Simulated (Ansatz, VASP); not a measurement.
# One calculation of Ag, two programs

File INCAR:

```
ALGO = Normal ; EDIFF = 1E-6
ENCUT = 520 ; ISIF = 2
ISMEAR = -1 ; LASPH = True
LCHARG = True ; LELF = True
LREAL = False ; LVHAR = True
LWAVE = False ; NBANDS = 18
NELM = 60 ; PREC = Accurate
SIGMA = 0.05
```

File KPOINTS:

```
k-points
0
Gamma
  14 14 8
```

File POSCAR:

```
Ag
1.0
    2.9299980804      0.0000000000      0.0000000000
   -1.4649990402      2.5374527707      0.0000000000
    0.0000000000      0.0000000000      4.6942000000
Ag
2
Direct
    0.3333333333      0.6666666667      0.2500000000
    0.6666666667      0.3333333333      0.7500000000
```

Input for Ansatz:

```yaml
crystal:
  lattice:
    - [2.9299980804, 0.0, 0.0]
    - [-1.4649990402, 2.5374527707, 0.0]
    - [0.0, 0.0, 4.6942]
  atoms:
    - { symbol: Ag, position: [0.3333333333, 0.6666666667, 0.25] }
    - { symbol: Ag, position: [0.6666666667, 0.3333333333, 0.75] }
kpoints:
  mp_grid: { grid: [14, 14, 8] }
  band_path:
    path:
      - [0.0, 0.0, 0.0]
      - [0.5, 0.0, 0.0]
      - [0.3333333333, 0.3333333333, 0.0]
      - [0.0, 0.0, 0.0]
      - [0.0, 0.0, 0.5]
      - [0.5, 0.0, 0.5]
      - [0.3333333333, 0.3333333333, 0.5]
      - [0.0, 0.0, 0.5]
      - [0.5, 0.0, 0.5]
    npoints: 5
scf:
  occupations: { method: fermi_dirac, width: 0.05 }
hamiltonian:
  xc: lda
  pseudopotentials: { kind: all_electron, lapw: { basis_error: 0.00025 } }
output:
  forces: true
  stress: true
  eigenvalues: true
```

Change from the starting cell: zz strain of -2 %.

Alike in both runs: task single point; functional LDA; k mesh 14 × 14 × 8; occupations fermi-dirac, width 0.05 eV; no spin polarisation.

|  | VASP | Ansatz |
| --- | --- | --- |
| version | VASP 6.6.1 | Ansatz 0.2.0 |
| potentials or method | VASP PAW LDA potentials, release 64 (Ag), cutoff 520 eV | all-electron LAPW, scalar-relativistic |

Ansatz gave:

| Property | Result |
| --- | --- |
| pressure (GPa) | -9.0 |
| traceless stress, the component that is largest in VASP (GPa) | 0.88 |

**Question.** Which values does VASP return?

**Answer.** Pressure (GPa): -8.8; traceless stress, the component that is largest in VASP (GPa): 0.88.

LDA's correlation is that of Perdew and Zunger in VASP and of Perdew and Wang (1992) in Ansatz. Ansatz ran all-electron here, and VASP with PAW potentials.
